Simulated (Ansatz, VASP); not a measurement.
**ZrZn4N: VASP beside Ansatz**

File INCAR:

```
SYSTEM = ZrZn4N
  ALGO = Normal
  EDIFF = 1E-6
  ENCUT = 520
  GGA = PE
  ISIF = 2
  ISMEAR = 0
  LASPH = .True.
  LCHARG = .False.
  LREAL = .False.
  LWAVE = .False.
  NBANDS = 42
  NELM = 60
  PREC = Accurate
  SIGMA = 0.1
```

KPOINTS

```
k-points
0
Gamma
  4 4 4
  0 0 0
```

Contents of POSCAR:

```
ZrZn4N
1.0
    0.0000000000      3.6888760600      3.6888760600
    3.6888760600      0.0000000000      3.6888760600
    3.6888760600      3.6888760600      0.0000000000
Zr Zn N
1 4 1
Direct
    0.5000000000      0.5000000000      0.5000000000
    0.1555672300      0.1555672300      0.1555672300
    0.1555672300      0.1555672300      0.5332983200
    0.1555672300      0.5332983200      0.1555672300
    0.5332983200      0.1555672300      0.1555672300
    0.0000000000      0.0000000000      0.0000000000
```

Input for Ansatz:

```yaml
crystal:
  lattice:
    - [0.0, 3.68887606, 3.68887606]
    - [3.68887606, 0.0, 3.68887606]
    - [3.68887606, 3.68887606, 0.0]
  atoms:
    - { symbol: Zr, position: [0.5, 0.5, 0.5] }
    - { symbol: Zn, position: [0.15556723, 0.15556723, 0.15556723] }
    - { symbol: Zn, position: [0.15556723, 0.15556723, 0.53329832] }
    - { symbol: Zn, position: [0.15556723, 0.53329832, 0.15556723] }
    - { symbol: Zn, position: [0.53329832, 0.15556723, 0.15556723] }
    - { symbol: "N", position: [0.0, 0.0, 0.0] }
basis:
  ecutwfc: 420
kpoints:
  mp_grid: { grid: [4, 4, 4] }
hamiltonian:
  xc: pbe
scf:
  occupations: { method: gaussian, width: 0.1 }
  lower_state_search: "off"
output:
  forces: true
  stress: true
  eigenvalues: true
```

Alike in both runs: task single point; functional PBE; k mesh 4 × 4 × 4; occupations gaussian, width 0.1 eV; no spin polarisation.

```csv
,VASP,Ansatz
version,VASP 6.6.1,Ansatz 0.2.0
potentials or method,"VASP PAW PBE potentials, release 64 (Zr_sv, Zn, N), cutoff 520 eV","scalar-relativistic, plane waves, PAW"
valence electrons in the cell,65,65
```

Ansatz gave:

| Item | Value |
| --- | --- |
| gap on the k mesh at the Fermi level (eV) | none |
| rms of the force components (eV/Å) | 7.260 |

Task: Estimate VASP's values.

Result: gap on the k mesh at the Fermi level (eV): none; rms of the force components (eV/Å): 7.518.

Atom by atom the forces differ by 0.258 eV/Å (rms over components). A gap of «none» marks a metal or a gap that the smearing closes. With one functional, cell and mesh, what is left measures potentials, basis and numerics.

The k mesh is coarse, so the values compare programs but aren't converged.
